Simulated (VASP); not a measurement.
# LiCl (P6_3mc) in VASP: a series of runs

Runs on LiCl. Level: PBEsol. Tasks: single point.

All numbers are computed with VASP 6.6.1; they aren't measurements. Logs are shortened: lines on timing, memory, paths and dates and some standing lists are left out, and cuts for length are marked.

## Step 1: The cell of the first run

Symmetry: P6_3mc, No. 186, hexagonal system. The conventional cell has a = 3.925 Å, b = 3.925 Å, c = 6.357 Å, α = 90.00°, β = 90.00°, γ = 120.00°. Li (site symmetry 3m) has 4 Cl at 2.40 Å within 3.2 Å. Cl (site symmetry 3m) has 4 Li at 2.40 Å within 3.2 Å.

## Step 2: Single point, PBEsol

INCAR

```
PREC     = Accurate       # precision mode
ENCUT    = 520            # plane-wave cutoff, eV
EDIFF    = 1E-7           # SCF threshold, eV
ISMEAR   = -1             # smearing method
SIGMA    = 0.05           # smearing width, eV
LREAL    = F              # projectors in reciprocal space
LASPH    = T              # aspherical terms in the spheres
NELM     = 80             # most SCF steps
ALGO     = Normal         # electronic algorithm
ISIF     = 2              # what is computed and relaxed
LWAVE    = F              # write WAVECAR
LCHARG   = T              # write CHGCAR
GGA      = PS             # functional
LELF     = T              # ELF
LVHAR    = T            
NBANDS   = 18             # bands
```

KPOINTS

```
Automatic mesh
0
Gamma
  2 2 1
```

POSCAR

```
LiCl
1.0
    3.9248800000      0.0000000000      0.0000000000
   -1.9624400000      3.3990500000      0.0000000000
    0.0000000000      0.0000000000      6.3571600000
Li Cl
2 2
Direct
    0.6666666667      0.3333333333      0.8760200000
    0.3333333333      0.6666666667      0.3760200000
    0.6666666667      0.3333333333      0.4989800000
    0.3333333333      0.6666666667      0.9989800000
```

Potentials or basis: VASP PAW PBE potentials, release 64 (Li_sv, Cl).

Run with:

```
cat potpaw_PBE.64/Li_sv/POTCAR potpaw_PBE.64/Cl/POTCAR > POTCAR
mpirun -np 1 vasp_std > vasp.out
```

OUTCAR:

```text
PREC = Accurate
   ENCUT = 520
   EDIFF = 1E-7
   ISMEAR = -1
   LREAL = F
   LASPH = T
   NELM = 80
   ISIF = 2
   GGA = PS

 ion  position               nearest neighbor table
   1  0.667  0.333  0.876-   3 2.40   4 2.40   4 2.40   4 2.40
   2  0.333  0.667  0.376-   4 2.40   3 2.40   3 2.40   3 2.40
   3  0.667  0.333  0.499-   1 2.40   2 2.40   2 2.40   2 2.40
   4  0.333  0.667  0.999-   2 2.40   1 2.40   1 2.40   1 2.40

  LATTYP: Found a hexagonal cell.
 ALAT       =     3.9248800000
 C/A-ratio  =     1.6197081185

  Lattice vectors:

 A1 = (   3.9248800000,   0.0000000000,   0.0000000000)
 A2 = (  -1.9624400000,   3.3990500000,   0.0000000000)
 A3 = (   0.0000000000,   0.0000000000,   6.3571600000)

Analysis of symmetry for initial positions (statically):
=====================================================================
 Subroutine PRICEL returns:
 Original cell was already a primitive cell.

 Routine SETGRP: Setting up the symmetry group for a
 hexagonal supercell.

 Subroutine GETGRP returns: Found 12 space group operations
 (whereof  6 operations were pure point group operations)
 out of a pool of 24 trial point group operations.

The static configuration has the point symmetry C_3v.
 The point group associated with its full space group is C_6v.

Analysis of symmetry for dynamics (positions and initial velocities):
=====================================================================
 Subroutine PRICEL returns:
 Original cell was already a primitive cell.

 Routine SETGRP: Setting up the symmetry group for a
 hexagonal supercell.

 Subroutine GETGRP returns: Found 12 space group operations
 (whereof  6 operations were pure point group operations)
 out of a pool of 24 trial point group operations.

The dynamic configuration has the point symmetry C_3v.
 The point group associated with its full space group is C_6v.

 Subroutine INISYM returns: Found 12 space group operations
 (whereof  6 operations are pure point group operations),
 and found     1 'primitive' translations

----------------------------------------------------------------------------------------

                                     Primitive cell

  volume of cell :      84.8100

  direct lattice vectors                    reciprocal lattice vectors
     3.924880000  0.000000000  0.000000000     0.254784860  0.147099925  0.000000000
    -1.962440000  3.399050000  0.000000000     0.000000000  0.294199850  0.000000000
     0.000000000  0.000000000  6.357160000     0.000000000  0.000000000  0.157302947

  length of vectors
     3.924880000  3.924883649  6.357160000     0.294200123  0.294199850  0.157302947

  position of ions in fractional coordinates (direct lattice)
     0.666666667  0.333333333  0.876020000
     0.333333333  0.666666667  0.376020000
     0.666666667  0.333333333  0.498980000
     0.333333333  0.666666667  0.998980000

  ion indices of the primitive-cell ions
   primitive index   ion index
                 1           1
                 2           2
                 3           3
                 4           4

----------------------------------------------------------------------------------------

 KPOINTS: Automatic mesh

Automatic generation of k-mesh.
 Grid dimensions read from file:
 generate k-points for:    2    2    1

 Generating k-lattice:

  Cartesian coordinates                     Fractional coordinates (reciprocal lattice)
     0.127392430  0.073549962  0.000000000     0.500000000  0.000000000  0.000000000
     0.000000000  0.147099925  0.000000000     0.000000000  0.500000000  0.000000000
     0.000000000  0.000000000  0.157302947     0.000000000  0.000000000  1.000000000

  Length of vectors
     0.147100062  0.147099925  0.157302947

  Shift w.r.t. Gamma in fractional coordinates (k-lattice)
     0.000000000  0.000000000  0.000000000

 Subroutine IBZKPT returns following result:
 ===========================================

 Found      2 irreducible k-points:

 Following reciprocal coordinates:
            Coordinates               Weight
  0.000000  0.000000  0.000000      1.000000
  0.500000  0.000000  0.000000      3.000000
   k-points           NKPTS =      2   k-points in BZ     NKDIM =      2   number of bands    NBANDS=     18
   number of dos      NEDOS =    301   number of ions     NIONS =      4
   total plane-waves  NPLWV =  43200
   dimension x,y,z NGX =    30 NGY =   30 NGZ =   48
   dimension x,y,z NGXF=    60 NGYF=   60 NGZF=   96
   ions per type =               2   2
   NGX,Y,Z   is equivalent  to a cutoff of  12.71, 12.71, 12.55 a.u.
   NGXF,Y,Z  is equivalent  to a cutoff of  25.41, 25.41, 25.10 a.u.
 SYSTEM =  unknown system
   PREC   = accura    normal or accurate (medium, high low for compatibility)
   ISTART =      0    job   : 0-new  1-cont  2-samecut
   ICHARG =      2    charge: 1-file 2-atom 10-const
   ISPIN  =      1    spin polarized calculation?
   LNONCOLLINEAR =      F non collinear calculations
   LSORBIT =      F    spin-orbit coupling
   LASPH  =      T    aspherical Exc in radial PAW
   ENCUT  =  520.0 eV  38.22 Ry    6.18 a.u.   7.30  7.30 11.82*2*pi/ulx,y,z
   NELM   =     80;   NELMIN=  2; NELMDL= -5     # of ELM steps
   EDIFF  = 0.1E-06   stopping-criterion for ELM
   LREAL  =      F    real-space projection
   EDIFFG = 0.1E-05   stopping-criterion for IOM
   NSW    =      0    number of steps for IOM
   IBRION =     -1    ionic relax: 0-MD 1-quasi-New 2-CG
   NFREE  =      0    steps in history (QN), initial steepest desc. (CG)
   ISIF   =      2    stress and relaxation
   ISYM   =      2    0-nonsym 1-usesym 2-fastsym
   POTIM  = 0.5000    time-step for ionic-motion
   TEBEG  =    0.0;   TEEND  =   0.0 temperature during run
   PSTRESS=    0.0 pullay stress
   NELECT =      20.0000    total number of electrons
   NUPDOWN=      -1.0000    fix difference up-down
   EMIN   =  10.00;   EMAX   =-10.00  energy-range for DOS
   EFERMI =   0.00;   METHOD = LEGACY
   ISMEAR =    -1;   SIGMA  =   0.05  broadening in eV -4-tet -1-fermi 0-gaus
   EFERMI_NEDOS =   21; number of points for ismear=-14 and -15
   IALGO  =     38    algorithm
   IMIX   =      4    mixing-type and parameters
     AMIX     =   0.40;   BMIX     =  1.00
     AMIX_MAG =   1.60;   BMIX_MAG =  1.00
  volume/ion in A,a.u.               =      21.20       143.08
  Fermi-wavevector in a.u.,A,eV,Ry     =   1.011430  1.911325 13.918631  1.022991
  Thomas-Fermi vector in A             =   2.144479
   LORBIT       =      0    0 simple, 1 ext, 2 COOP (PROOUT), +10 PAW based schemes
   GGA     = PS    functional components
   LHFCALC =     F    Hartree Fock is set to
   AEXX    =    0.0000 exact exchange contribution
   IVDW    =     0    specifies the selected vdW correction
   LEPSILON=     F    determine dielectric tensor
   LRPA    =     F    only Hartree local field effects (RPA)
 non-spin polarized calculation
  energy-cutoff  :      520.00
  volume of cell :       84.81
 maximum number of plane-waves:      2297
 NGX is ok and might be reduce to    30
   NGX = 15   NGY = 15   NGZ = 23

 number of electron      19.9999996 magnetization

 Free energy of the ion-electron system (eV)
  ---------------------------------------------------
  ext. energy  EPLUGINS =         0.00000000
  ---------------------------------------------------
  free energy    TOTEN  =       -15.00149290 eV

  energy without entropy =      -15.00149290  energy(sigma->0) =      -15.00149290

 E-fermi :   0.0385     XC(G=0):  -7.7163

 val. band max:       -1.3206144487   @ k =   0.0000   0.0000   0.0000
 cond. band min:       4.4008027426   @ k =   0.0000   0.0000   0.0000
 fundamental gap:      5.7214171913
 Fermi energy:         0.0384579186

 k-point     1 :       0.0000    0.0000    0.0000
  band No.  band energies     occupation
      1     -43.6785      2.00000
      2     -43.6770      2.00000
      3     -13.9657      2.00000
      4     -13.6768      2.00000
      5      -3.3342      2.00000
      6      -1.6454      2.00000
      7      -1.6454      2.00000
      8      -1.3364      2.00000
      9      -1.3364      2.00000
     10      -1.3206      2.00000
     11       4.4008      0.00000
     12       6.6885      0.00000
     13       8.5675      0.00000
     14       8.5675      0.00000
     15       8.9147      0.00000
     16       9.3044      0.00000
     17       9.4888      0.00000
     18       9.4888      0.00000

 k-point     2 :       0.5000    0.0000    0.0000
  band No.  band energies     occupation
      1     -43.6771      2.00000
      2     -43.6766      2.00000
      3     -13.6911      2.00000
      4     -13.6017      2.00000
      5      -3.1698      2.00000
      6      -2.6815      2.00000
      7      -2.4318      2.00000
      8      -2.1630      2.00000
      9      -1.8844      2.00000
     10      -1.6146      2.00000
     11       6.3055      0.00000
     12       6.4964      0.00000
     13       7.5726      0.00000
     14       8.8258      0.00000
     15       8.9824      0.00000
     16      10.0199      0.00000
     17      10.1843      0.00000
     18      11.6808      0.00000

------------------------ aborting loop because EDIFF is reached ----------------------------------------

  FORCE on cell =-STRESS in cart. coord.  units (eV):
  Direction    XX          YY          ZZ          XY          YZ          ZX
  --------------------------------------------------------------------------------------
  -------------------------------------------------------------------------------------
  Total        0.3535424      0.3535433     -1.3805524      0.0000000      0.0000000     -0.0000000
  in kB        6.6789019      6.6789185    -26.0805288      0.0000000      0.0000000     -0.0000000
  external PRESSURE =      -4.2409028 kB  Pullay stress =       0.0000000 kB

 VOLUME and BASIS-vectors are now :
 -----------------------------------------------------------------------------
  energy-cutoff  :      520.00
  volume of cell :       84.81
      direct lattice vectors                 reciprocal lattice vectors
     3.924880000  0.000000000  0.000000000     0.254784860  0.147099925  0.000000000
    -1.962440000  3.399050000  0.000000000     0.000000000  0.294199850  0.000000000
     0.000000000  0.000000000  6.357160000     0.000000000  0.000000000  0.157302947

 POSITION                                       TOTAL-FORCE (eV/Angst)
 -----------------------------------------------------------------------------------
      1.96244      1.13302      5.56900        -0.000000      0.000000      0.114918
     -0.00000      2.26603      2.39042         0.000000      0.000000      0.114918
      1.96244      1.13302      3.17210         0.000000      0.000000     -0.114918
     -0.00000      2.26603      6.35068         0.000000     -0.000000     -0.114918
 -----------------------------------------------------------------------------------
    total drift:                                0.000000      0.000001      0.000176

  FREE ENERGIE OF THE ION-ELECTRON SYSTEM (eV)
  ---------------------------------------------------
  free  energy   TOTEN  =       -15.0014928991 eV

  energy  without entropy=      -15.0014928991  energy(sigma->0) =      -15.00149290
```

It used 9.2 s of CPU time on 1 thread of AMD EPYC 7R13 Processor (Zen 3), on a shared host.

What came out:

```yaml
Free_energy: -15.0015 eV
Largest_force: 0.115 eV/Å
Band_gap_on_the_k_mesh: 5.72 eV, direct
```

Forces on the atoms (eV/Å):
```
Li   0.000  0.000  0.115
Li   0.000  0.000  0.115
Cl   0.000  0.000 -0.115
Cl   0.000  0.000 -0.115
```

Caveat: the k points lie up to 0.99 Å⁻¹ apart; the cutoff is under 1.25 times the usual one of these potentials, so pressure, stress and relaxed cells hold a basis-set (Pulay) error; the PAW data sets were made with another functional, which shifts forces and pressure a little.

(Continued in part 2 of 2.)
